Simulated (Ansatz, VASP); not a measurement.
One calculation of HgTe, two programs

POSCAR

```
HgTe
1.0
   -3.0456030000      3.0456030000      1.5594100000
    3.0456030000     -3.0456030000      1.5594100000
    3.0456030000      3.0456030000     -1.5594100000
Hg Te
1 1
Direct
    0.7500000000      0.2500000000      0.5000000000
    0.0000000000      0.0000000000      0.0000000000
```

INCAR.step1

```
SYSTEM = HgTe
  PREC = Accurate
  ENCUT = 520
  EDIFF = 1E-5
  ISMEAR = -1
  SIGMA = 0.05
  LREAL = .False.
  LASPH = .True.
  NELM = 100
  ALGO = Normal
  ISIF = 2
  LWAVE = .True.
  LCHARG = .False.
  NBANDS = 16
  GGA = PE
```

File INCAR.step2:

```
SYSTEM = HgTe
  PREC = Accurate
  ENCUT = 520
  EDIFF = 1E-6
  ISMEAR = -1
  SIGMA = 0.05
  LREAL = .False.
  LASPH = .True.
  NELM = 100
  ALGO = Normal
  ISIF = 2
  LWAVE = .False.
  LCHARG = .False.
  METAGGA = R2SCAN
  LHFCALC = .True.
  AEXX = 0.1
  LMIXTAU = .True.
  PRECFOCK = Normal
  NBANDS = 16
  ISTART = 1
```

KPOINTS

```
Automatic mesh
0
Gamma
  5 5 5
  0 0 0
```

Contents of input:

```
crystal:
  lattice:
    - [-3.045603, 3.045603, 1.55941]
    - [3.045603, -3.045603, 1.55941]
    - [3.045603, 3.045603, -1.55941]
  atoms:
    - { symbol: Hg, position: [0.75, 0.25, 0.5] }
    - { symbol: Te, position: [0.0, 0.0, 0.0] }
hamiltonian:
  xc: r2scanh
  pseudopotentials: { kind: paw }
kpoints:
  mp_grid: { grid: [5, 5, 5] }
scf:
  occupations: { method: fermi_dirac, width: 0.05 }
output:
  forces: true
  stress: true
  eigenvalues: true
```

Alike in both runs: task single point; functional r2SCANh; k mesh 5 × 5 × 5; occupations fermi-dirac, width 0.05 eV; no spin polarisation.

```csv
,VASP,Ansatz
version,VASP 6.6.1,Ansatz 0.2.0
potentials or method,"VASP PAW PBE potentials, release 64 (Hg, Te)",Ansatz PAW
plane-wave cutoff (eV),520,500
valence electrons in the cell,18,36
```

```csv
,VASP,Ansatz,Ansatz less VASP
gap on the k mesh at the Fermi level (eV),none,none,-
pressure (GPa),-1.4,-1.4,+0.02
"traceless stress, the component that is largest in VASP (GPa)",3.17,3.14,-0.028
```

VASP's potentials were made for PBE, not for r2SCANh. A gap of «none» marks a metal or a gap that the smearing closes. With one functional, cell and mesh, what is left measures potentials, basis and numerics. VASP's potentials hold 18 valence electrons a cell and Ansatz's 36, so a difference there can come from the potentials and not from the codes.

The k mesh is coarse, so the values compare programs but aren't converged. Neither program's run includes spin-orbit coupling.
